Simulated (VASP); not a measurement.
# ZnO (NiAs type) (P6_3/mmc) in VASP: further runs

Runs on ZnO (NiAs type). Level: PBE. Tasks: single point, relaxation of cell and atoms.

Program: VASP 6.6.1. These are calculated values, not measurements. Logs are shortened: lines on timing, memory, paths and dates and some standing lists are left out, and cuts for length are marked.

### 1 The cell of the first run

Symmetry: P6_3/mmc, No. 194, hexagonal system. The conventional cell has a = 2.943 Å, b = 2.943 Å, c = 5.092 Å, α = 90.00°, β = 90.00°, γ = 120.00°. Within 2.8 Å of Zn (site symmetry -3m) lie 6 O at 2.12 Å and 2 Zn at 2.55 Å. O (site symmetry -6m2) has 6 Zn at 2.12 Å within 2.8 Å.

### 2 Single point, PBE

INCAR reads:

```
SYSTEM = ZnO
PREC = Accurate
ENCUT = 520
EDIFF = 1E-7
ISMEAR = -1
SIGMA = 0.08
LREAL = .FALSE.
LASPH = .TRUE.
NELM = 60
ALGO = Normal
ISIF = 2
LWAVE = .FALSE.
LCHARG = .FALSE.
GGA = PE
NBANDS = 26
```

KPOINTS reads:

```
Automatic mesh
0
G
  11 11 6
  0 0 0
```

POSCAR reads:

```
ZnO
1.0
    2.9433246558      0.0000000000      0.0000000000
   -1.4716623279      2.5489939235      0.0000000000
    0.0000000000      0.0000000000      5.0924583606
Zn O
2 2
Direct
    0.0000000000      0.0000000000      0.0000000000
    0.0000000000      0.0000000000      0.5000000000
    0.3333333333      0.6666666667      0.2500000000
    0.6666666667      0.3333333333      0.7500000000
```

Potentials or basis: VASP PAW PBE potentials, release 64 (Zn, O).

Launch:

```
cat potpaw_PBE.64/Zn/POTCAR potpaw_PBE.64/O/POTCAR > POTCAR
mpirun -np 1 vasp_std > vasp.out
```

OUTCAR:

```text
SYSTEM = ZnO
   PREC = Accurate
   ENCUT = 520
   EDIFF = 1E-7
   ISMEAR = -1
   LREAL = .FALSE.
   LASPH = .TRUE.
   NELM = 60
   ISIF = 2
   GGA = PE

 ion  position               nearest neighbor table
   1  0.000  0.000  0.000-   3 2.12   4 2.12   3 2.12   4 2.12   4 2.12   3 2.12   2 2.55   2 2.55

   2  0.000  0.000  0.500-   3 2.12   4 2.12   3 2.12   4 2.12   4 2.12   3 2.12   1 2.55   1 2.55

   3  0.333  0.667  0.250-   1 2.12   2 2.12   1 2.12   2 2.12   1 2.12   2 2.12
   4  0.667  0.333  0.750-   1 2.12   2 2.12   1 2.12   2 2.12   1 2.12   2 2.12

  LATTYP: Found a hexagonal cell.
 ALAT       =     2.9433246558
 C/A-ratio  =     1.7301721543

  Lattice vectors:

 A1 = (   2.9433246558,   0.0000000000,   0.0000000000)
 A2 = (  -1.4716623279,   2.5489939235,   0.0000000000)
 A3 = (   0.0000000000,   0.0000000000,   5.0924583606)

Analysis of symmetry for initial positions (statically):
=====================================================================
 Subroutine PRICEL returns:
 Original cell was already a primitive cell.

 Routine SETGRP: Setting up the symmetry group for a
 hexagonal supercell.

 Subroutine GETGRP returns: Found 24 space group operations
 (whereof 12 operations were pure point group operations)
 out of a pool of 24 trial point group operations.

The static configuration has the point symmetry D_3d.
 The point group associated with its full space group is D_6h.

Analysis of symmetry for dynamics (positions and initial velocities):
=====================================================================
 Subroutine PRICEL returns:
 Original cell was already a primitive cell.

 Routine SETGRP: Setting up the symmetry group for a
 hexagonal supercell.

 Subroutine GETGRP returns: Found 24 space group operations
 (whereof 12 operations were pure point group operations)
 out of a pool of 24 trial point group operations.

The dynamic configuration has the point symmetry D_3d.
 The point group associated with its full space group is D_6h.

 Subroutine INISYM returns: Found 24 space group operations
 (whereof 12 operations are pure point group operations),
 and found     1 'primitive' translations

----------------------------------------------------------------------------------------

                                     Primitive cell

  volume of cell :      38.2063

  direct lattice vectors                    reciprocal lattice vectors
     2.943324656  0.000000000  0.000000000     0.339751851  0.196155823  0.000000000
    -1.471662328  2.548993923  0.000000000     0.000000000  0.392311645  0.000000000
     0.000000000  0.000000000  5.092458361     0.000000000  0.000000000  0.196368812

  length of vectors
     2.943324656  2.943324656  5.092458361     0.392311645  0.392311645  0.196368812

  position of ions in fractional coordinates (direct lattice)
     0.000000000  0.000000000  0.000000000
     0.000000000  0.000000000  0.500000000
     0.333333333  0.666666667  0.250000000
     0.666666667  0.333333333  0.750000000

  ion indices of the primitive-cell ions
   primitive index   ion index
                 1           1
                 2           2
                 3           3
                 4           4

----------------------------------------------------------------------------------------

 KPOINTS: Automatic mesh

Automatic generation of k-mesh.
 Grid dimensions read from file:
 generate k-points for:   11   11    6

 Generating k-lattice:

  Cartesian coordinates                     Fractional coordinates (reciprocal lattice)
     0.030886532  0.017832348  0.000000000     0.090909091 -0.000000000  0.000000000
     0.000000000  0.035664695  0.000000000     0.000000000  0.090909091  0.000000000
     0.000000000  0.000000000  0.032728135     0.000000000  0.000000000  0.166666667

  Length of vectors
     0.035664695  0.035664695  0.032728135

  Shift w.r.t. Gamma in fractional coordinates (k-lattice)
     0.000000000  0.000000000  0.000000000

 Subroutine IBZKPT returns following result:
 ===========================================

 Found     64 irreducible k-points:

 Following reciprocal coordinates:
            Coordinates               Weight
  0.000000  0.000000  0.000000      1.000000
  0.090909  0.000000  0.000000      6.000000
  0.181818  0.000000  0.000000      6.000000
  0.272727  0.000000  0.000000      6.000000
  0.363636  0.000000  0.000000      6.000000
  0.454545  0.000000  0.000000      6.000000
[... 16 lines left out ...]
  0.090909  0.090909  0.166667     12.000000
  0.181818  0.090909  0.166667     24.000000
 [... further k-points ...]
   k-points           NKPTS =     64   k-points in BZ     NKDIM =     64   number of bands    NBANDS=     26
   number of dos      NEDOS =    301   number of ions     NIONS =      4
   total plane-waves  NPLWV =  23040
   dimension x,y,z NGX =    24 NGY =   24 NGZ =   40
   dimension x,y,z NGXF=    48 NGYF=   48 NGZF=   80
   ions per type =               2   2
   NGX,Y,Z   is equivalent  to a cutoff of  13.56, 13.56, 13.06 a.u.
   NGXF,Y,Z  is equivalent  to a cutoff of  27.11, 27.11, 26.12 a.u.
 SYSTEM =  ZnO
   PREC   = accura    normal or accurate (medium, high low for compatibility)
   ISTART =      0    job   : 0-new  1-cont  2-samecut
   ICHARG =      2    charge: 1-file 2-atom 10-const
   ISPIN  =      1    spin polarized calculation?
   LNONCOLLINEAR =      F non collinear calculations
   LSORBIT =      F    spin-orbit coupling
   LASPH  =      T    aspherical Exc in radial PAW
   ENCUT  =  520.0 eV  38.22 Ry    6.18 a.u.   5.47  5.47  9.47*2*pi/ulx,y,z
   NELM   =     60;   NELMIN=  2; NELMDL= -5     # of ELM steps
   EDIFF  = 0.1E-06   stopping-criterion for ELM
   LREAL  =      F    real-space projection
   EDIFFG = 0.1E-05   stopping-criterion for IOM
   NSW    =      0    number of steps for IOM
   IBRION =     -1    ionic relax: 0-MD 1-quasi-New 2-CG
   NFREE  =      0    steps in history (QN), initial steepest desc. (CG)
   ISIF   =      2    stress and relaxation
   ISYM   =      2    0-nonsym 1-usesym 2-fastsym
   POTIM  = 0.5000    time-step for ionic-motion
   TEBEG  =    0.0;   TEEND  =   0.0 temperature during run
   PSTRESS=    0.0 pullay stress
   NELECT =      36.0000    total number of electrons
   NUPDOWN=      -1.0000    fix difference up-down
   EMIN   =  10.00;   EMAX   =-10.00  energy-range for DOS
   EFERMI =   0.00;   METHOD = LEGACY
   ISMEAR =    -1;   SIGMA  =   0.08  broadening in eV -4-tet -1-fermi 0-gaus
   EFERMI_NEDOS =   21; number of points for ismear=-14 and -15
   IALGO  =     38    algorithm
   IMIX   =      4    mixing-type and parameters
     AMIX     =   0.40;   BMIX     =  1.00
     AMIX_MAG =   1.60;   BMIX_MAG =  1.00
  volume/ion in A,a.u.               =       9.55        64.46
  Fermi-wavevector in a.u.,A,eV,Ry     =   1.604960  3.032934 35.047196  2.575896
  Thomas-Fermi vector in A             =   2.701382
   LORBIT       =      0    0 simple, 1 ext, 2 COOP (PROOUT), +10 PAW based schemes
   GGA     = PE    functional components
   LHFCALC =     F    Hartree Fock is set to
   AEXX    =    0.0000 exact exchange contribution
   IVDW    =     0    specifies the selected vdW correction
   LEPSILON=     F    determine dielectric tensor
   LRPA    =     F    only Hartree local field effects (RPA)
 non-spin polarized calculation
  energy-cutoff  :      520.00
  volume of cell :       38.21
 maximum number of plane-waves:      1051
 NGX is ok and might be reduce to    24
   NGX = 11   NGY = 11   NGZ = 19

 number of electron      35.9999993 magnetization

 Free energy of the ion-electron system (eV)
  ---------------------------------------------------
  ext. energy  EPLUGINS =         0.00000000
  ---------------------------------------------------
  free energy    TOTEN  =       -16.81104514 eV

  energy without entropy =      -16.81097223  energy(sigma->0) =      -16.81100868

 E-fermi :   3.5579     XC(G=0): -12.4140

 val. band max:        2.9960393595   @ k =   0.0000   0.0000   0.0000
 cond. band min:       3.8571946611   @ k =   0.0000   0.0000   0.0000
 fundamental gap:      0.8611553016
 Fermi energy:         3.5579398134

 k-point     1 :       0.0000    0.0000    0.0000
  band No.  band energies     occupation
      1     -15.8482      2.00000
      2     -14.5483      2.00000
      3      -4.7457      2.00000
      4      -2.9623      2.00000
      5      -2.9623      2.00000
      6      -2.7482      2.00000
[... 18 lines left out ...]
     25      21.1367      0.00000
     26      21.6087      0.00000

 k-point     2 :       0.0909    0.0000    0.0000
  band No.  band energies     occupation
      1     -15.7582      2.00000
      2     -14.5170      2.00000
      3      -4.5979      2.00000
      4      -2.9497      2.00000
      5      -2.9410      2.00000
      6      -2.7505      2.00000
[... 18 lines left out ...]
     25      19.7557      0.00000
     26      20.2725      0.00000

 k-point     3 :       0.1818    0.0000    0.0000
  band No.  band energies     occupation
      1     -15.5045      2.00000
      2     -14.4336      2.00000
      3      -4.1809      2.00000
      4      -2.9085      2.00000
      5      -2.9070      2.00000
      6      -2.8238      2.00000
[... 18 lines left out ...]
     25      17.9001      0.00000
     26      18.8984      0.00000

 k-point     4 :       0.2727    0.0000    0.0000
  band No.  band energies     occupation
      1     -15.1371      2.00000
      2     -14.3281      2.00000
      3      -3.6196      2.00000
      4      -3.3084      2.00000
      5      -2.9248      2.00000
      6      -2.8267      2.00000
[... 18 lines left out ...]
     25      17.5425      0.00000
     26      18.3881      0.00000
[... 496 lines left out ...]
      1     -14.4168      2.00000
      2     -14.2699      2.00000
      3      -4.4581      2.00000
      4      -3.3754      2.00000
      5      -2.9836      2.00000
      6      -2.6474      2.00000
[... 18 lines left out ...]
     25      16.2918      0.00000
     26      18.7421      0.00000

 k-point    23 :       0.0909    0.0909    0.1667
  band No.  band energies     occupation
      1     -15.5208      2.00000
      2     -14.5476      2.00000
      3      -4.1676      2.00000
      4      -2.8764      2.00000
      5      -2.8419      2.00000
      6      -2.7213      2.00000
[... 18 lines left out ...]
     25      17.8176      0.00000
     26      19.6715      0.00000

 k-point    24 :       0.1818    0.0909    0.1667
  band No.  band energies     occupation
      1     -15.2200      2.00000
      2     -14.4321      2.00000
      3      -3.7826      2.00000
      4      -3.0891      2.00000
      5      -2.8097      2.00000
      6      -2.7384      2.00000
[... 18 lines left out ...]
     25      17.1622      0.00000
     26      18.9638      0.00000

 [... further k-points ...]
[... 5 lines left out ...]
  --------------------------------------------------------------------------------------
  -------------------------------------------------------------------------------------
  Total        3.6232635      3.6232635      3.6713354     -0.0000000      0.0000000      0.0000000
  in kB      151.9413710    151.9413710    153.9572646     -0.0000000      0.0000000      0.0000000
  external PRESSURE =     152.6133355 kB  Pullay stress =       0.0000000 kB

 VOLUME and BASIS-vectors are now :
 -----------------------------------------------------------------------------
  energy-cutoff  :      520.00
  volume of cell :       38.21
      direct lattice vectors                 reciprocal lattice vectors
     2.943324656  0.000000000  0.000000000     0.339751851  0.196155823  0.000000000
    -1.471662328  2.548993923  0.000000000     0.000000000  0.392311645  0.000000000
     0.000000000  0.000000000  5.092458361     0.000000000  0.000000000  0.196368812

 POSITION                                       TOTAL-FORCE (eV/Angst)
 -----------------------------------------------------------------------------------
      0.00000      0.00000      0.00000        -0.000000      0.000000     -0.000000
      0.00000      0.00000      2.54623        -0.000000      0.000000     -0.000000
     -0.00000      1.69933      1.27311        -0.000000      0.000000     -0.000000
      1.47166      0.84966      3.81934         0.000000     -0.000000      0.000000
 -----------------------------------------------------------------------------------
    total drift:                               -0.000000      0.000000      0.000000

  FREE ENERGIE OF THE ION-ELECTRON SYSTEM (eV)
  ---------------------------------------------------
  free  energy   TOTEN  =       -16.8110451374 eV

  energy  without entropy=      -16.8109722288  energy(sigma->0) =      -16.81100868
```

It took 1.7 min on 1 thread of Intel Xeon 8259CL, shared host; peak memory 0.19 GiB.

Results:

- Free energy: -16.8110 eV
- Pressure: 15.3 GPa
- Band gap on the k mesh: 0.86 eV

Levels at points of the mesh, in eV from the valence-band top:
```tsv
k point	band 14	band 15	band 16	band 17	band 18	band 19	band 20	band 21	band 22	band 23
(0.00, 0.00, 0.00)	-1.78	-1.32	-1.32	0.00	0.00	0.86	5.74	8.86	14.29	14.29
(0.00, 0.00, 0.50)	-3.83	-0.57	-0.57	-0.57	-0.57	3.96	3.96	11.14	11.14	15.36
```

Caveat: the cell stands under pressure.

### 3 Single point, PBE

INCAR reads:

```
ALGO     = Normal         # electronic algorithm
EDIFF    = 1E-6           # SCF threshold, eV
ENCUT    = 520            # plane-wave cutoff, eV
GGA      = PE             # functional
ISIF     = 2              # what is computed and relaxed
ISMEAR   = -1             # smearing method
LASPH    = True           # aspherical terms in the spheres
LCHARG   = True           # write CHGCAR
LELF     = True           # ELF
LREAL    = False          # projectors in reciprocal space
LVHAR    = True         
LWAVE    = False          # write WAVECAR
NBANDS   = 26             # bands
NELM     = 60             # most SCF steps
PREC     = Accurate       # precision mode
SIGMA    = 0.08           # smearing width, eV
```

KPOINTS reads:

```
k-points
0
Gamma
  11 11 6
```

Changes to POSCAR since step 2:

```diff
@@ -3,3 +3,3 @@
     2.9433246558      0.0000000000      0.0000000000
-   -1.4716623279      2.5489939235      0.0000000000
+   -1.4716623279      2.5489939236      0.0000000000
     0.0000000000      0.0000000000      5.0924583606
```

Potentials or basis: VASP PAW PBE potentials, release 64 (Zn, O).

Launch:

```
cat potpaw_PBE.64/Zn/POTCAR potpaw_PBE.64/O/POTCAR > POTCAR
mpirun -np 1 vasp_std > vasp.out
```

Wall time 1.7 min (1 thread of Intel Xeon 8259CL, shared host); peak memory 0.19 GiB.

The run converged. Its results:

```
Free energy            : -16.8110 eV
Pressure               : 15.1 GPa
Band gap on the k mesh : 0.86 eV
```

Stress tensor (GPa, compression positive):
```
15.07  0.00  0.00
 0.00 15.07  0.00
 0.00  0.00 15.27
```

Levels at points of the mesh, in eV from the valence-band top:
```
           k point  band 16  band 17  band 18  band 19  band 20  band 21
(0.00, 0.00, 0.00)    -1.32     0.00     0.00     0.86     5.74     8.86
(0.00, 0.00, 0.50)    -0.57    -0.57    -0.57     3.96     3.96    11.14
```

Caveat: the cell stands under pressure.

### 4 Relaxation of cell and atoms, PBE, target pressure 14 GPa, at which the enthalpy is minimised

This run uses another cell than the first one, of 9.62 Å³/atom.

INCAR reads:

```
SYSTEM = ZnO
PREC     = Accurate       ! precision mode
ENCUT    = 600            ! plane-wave cutoff, eV
EDIFF    = 1E-6           ! SCF threshold, eV
ISMEAR   = -1             ! smearing method
SIGMA    = 0.08           ! smearing width, eV
LREAL    = .False.        ! projectors in reciprocal space
LASPH    = .True.         ! aspherical terms in the spheres
NELM     = 60             ! most SCF steps
ALGO     = Normal         ! electronic algorithm
ISIF     = 3              ! what is computed and relaxed
LWAVE    = .False.        ! write WAVECAR
LCHARG   = .False.        ! write CHGCAR
GGA      = PE             ! functional
IBRION   = 2              ! ionic algorithm
NSW      = 60             ! ionic steps
EDIFFG   = -0.005         ! ionic threshold
PSTRESS  = 140.0
```

KPOINTS reads:

```
regular mesh
0
Gamma
  11 11 6
  0 0 0
```

POSCAR reads:

```
ZnO
1.0
    3.0603587266      0.0000000000      0.0000000000
   -1.5301793633      2.6503484020      0.0000000000
    0.0000000000      0.0000000000      4.7435560263
Zn O
2 2
Direct
    0.0000000000      0.0000000000      0.0000000000
    0.0000000000      0.0000000000      0.5000000000
    0.3333333333      0.6666666667      0.2500000000
    0.6666666667      0.3333333333      0.7500000000
```

Launch:

```
cat potpaw_PBE.64/Zn/POTCAR potpaw_PBE.64/O/POTCAR > POTCAR
mpirun -np 1 vasp_std > vasp.out
```

Run time: 8.7 min. Hardware: 1 thread of Intel Xeon 8259CL, shared host; peak memory 0.2 GiB.

Results (log left out):

```yaml
Free_energy: -16.8346 eV
Relaxed_volume: 9.60 Å³/atom
Relaxed_cell: a = 2.948 Å, b = 2.948 Å, c = 5.102 Å, α = 90.00°, β = 90.00°, γ = 120.00°
Space_group_after_relaxing_to_0.1_Å: P6_3/mmc (No. 194)
Energy_change_on_relaxing_the_run_minimises_the_enthalpy: -61.0 meV/atom
Ionic_steps: 14
Pressure_after_relaxing: 13.9 GPa
Band_gap_on_the_k_mesh: 0.83 eV
```

The path:
| step | energy change (eV) | largest force (eV/Å) | pressure (GPa) | volume (Å³) |
| --- | --- | --- | --- | --- |
| 1 | 0.0000 | 0.0000 | 15.81 | 38.48 |
| 2 | -0.2751 | 0.0000 | 11.19 | 39.00 |
| 3 | -0.2974 | 0.0000 | 10.06 | 39.12 |
| 4 | -0.2965 | 0.0000 | 10.15 | 39.11 |
| 5 | -0.1821 | 0.0000 | 17.62 | 37.77 |
| 6 | -0.2425 | 0.0000 | 14.11 | 38.38 |
| 7 | -0.2438 | 0.0000 | 14.02 | 38.40 |
| 8 | -0.2441 | 0.0000 | 13.91 | 38.40 |
| 9 | -0.2442 | 0.0000 | 13.90 | 38.40 |
| 10 | -0.2443 | 0.0000 | 13.88 | 38.40 |
| 11 | -0.2442 | 0.0000 | 13.92 | 38.40 |
| 12 | -0.2442 | 0.0000 | 13.93 | 38.40 |
| 13 | -0.2442 | 0.0000 | 13.92 | 38.40 |
| 14 | -0.2442 | 0.0000 | 13.93 | 38.40 |

Final structure:
```
Zn O
1.0
     2.94797    0.00000    0.00000
    -1.47398    2.55301    0.00000
     0.00000    0.00000    5.10246
Zn O
2 2
Direct
  0.00000 0.00000 0.00000
  0.00000 0.00000 0.50000
  0.33333 0.66667 0.25000
  0.66667 0.33333 0.75000
```

Levels at points of the mesh, in eV from the valence-band top:
```tsv
k point	band 14	band 15	band 16	band 17	band 18	band 19	band 20	band 21	band 22
(0.00, 0.00, 0.00)	-1.77	-1.31	-1.31	0.00	0.00	0.83	5.73	8.81	14.26
(0.00, 0.00, 0.50)	-3.82	-0.56	-0.56	-0.56	-0.56	3.94	3.94	11.11	11.11
```

Caveat: the cell is relaxed towards a set pressure, so the run minimises the enthalpy, not the energy.
